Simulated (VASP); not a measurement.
C, 32 atoms in the cell. The cell holds a slab with vacuum, 32 atoms: a = 9.864 Å, b = 9.864 Å, c = 11.000 Å, α = 90.00°, β = 90.00°, γ = 120.00°. 

| Quantity | Value |
| --- | --- |
| Program | VASP 6.6.1 |
| Task | single point |
| Functional | PBEsol |
| Potentials or basis | VASP PAW PBE potentials, release 64 (C) |
| Cutoff | 520 eV |
| k mesh | 1 × 1 × 1 |
| Occupations | fermi-dirac, width 0.02 eV |
| Spin | no spin polarisation |
| Dipole correction | no |
| Further INCAR settings | LREAL = Auto; ALGO = Normal; EDIFF = 1e-06; NBANDS = 86 |

Potentials or basis: VASP PAW PBE potentials, release 64 (C).

Launch:

```bash
$ cat potpaw_PBE.64/C/POTCAR > POTCAR
$ mpirun -np 1 vasp_gam > vasp.out
```

Hardware: 1 thread of Intel(R) Xeon(R) 6975P-C (Granite Rapids), on a shared host.

Q: Estimate the wall time of this run.

A: It took 120 s on 1 thread of Intel(R) Xeon(R) 6975P-C (Granite Rapids), with other jobs on the host, peak memory 0.91 GiB. Counts: scf iterations 18, k points 1.
